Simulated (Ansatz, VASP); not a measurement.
Mg: VASP beside Ansatz

File INCAR:

```
PREC     = Accurate       # precision mode
ENCUT    = 520            # plane-wave cutoff, eV
EDIFF    = 1E-6           # SCF threshold, eV
ISMEAR   = 0              # smearing method
SIGMA    = 0.1            # smearing width, eV
LREAL    = F              # projectors in reciprocal space
LASPH    = T              # aspherical terms in the spheres
NELM     = 60             # most SCF steps
ALGO     = Normal         # electronic algorithm
ISIF     = 2              # what is computed and relaxed
LWAVE    = F              # write WAVECAR
LCHARG   = F              # write CHGCAR
GGA      = PE             # functional
NBANDS   = 7              # bands
```

Contents of KPOINTS:

```
regular mesh
0
Gamma
  16 16 16
```

Contents of POSCAR:

```
Mg
1.0
    0.0000000000      2.2002910250      2.2002910250
    2.2002910250      0.0000000000      2.2002910250
    2.2002910250      2.2002910250      0.0000000000
Mg
1
Direct
    0.0000000000      0.0000000000      0.0000000000
```

Input for Ansatz:

```yaml
crystal:
  lattice:
    - [0.0, 2.200291025, 2.200291025]
    - [2.200291025, 0.0, 2.200291025]
    - [2.200291025, 2.200291025, 0.0]
  atoms:
    - { symbol: Mg, position: [0.0, 0.0, 0.0] }
basis:
  ecutwfc: 420
kpoints:
  mp_grid: { grid: [16, 16, 16] }
hamiltonian:
  xc: pbe
scf:
  occupations: { method: gaussian, width: 0.1 }
output:
  forces: true
  stress: true
  eigenvalues: true
  populations: true
```

Alike in both runs: task single point; functional PBE; k mesh 16 × 16 × 16; occupations gaussian, width 0.1 eV; no spin polarisation.

```csv
,VASP,Ansatz
version,VASP 6.6.1,Ansatz 0.2.0
potentials or method,"VASP PAW PBE potentials, release 64 (Mg), cutoff 520 eV","scalar-relativistic, plane waves, PAW"
valence electrons in the cell,2,10
```

```csv
,VASP,Ansatz,Ansatz less VASP
gap on the k mesh at the Fermi level (eV),none,none,-
pressure (GPa),3.3,3.4,+0.12
```

A gap of «none» marks a metal or a gap that the smearing closes. VASP's potentials hold 2 valence electrons a cell and Ansatz's 10, so a difference there can come from the potentials and not from the codes.
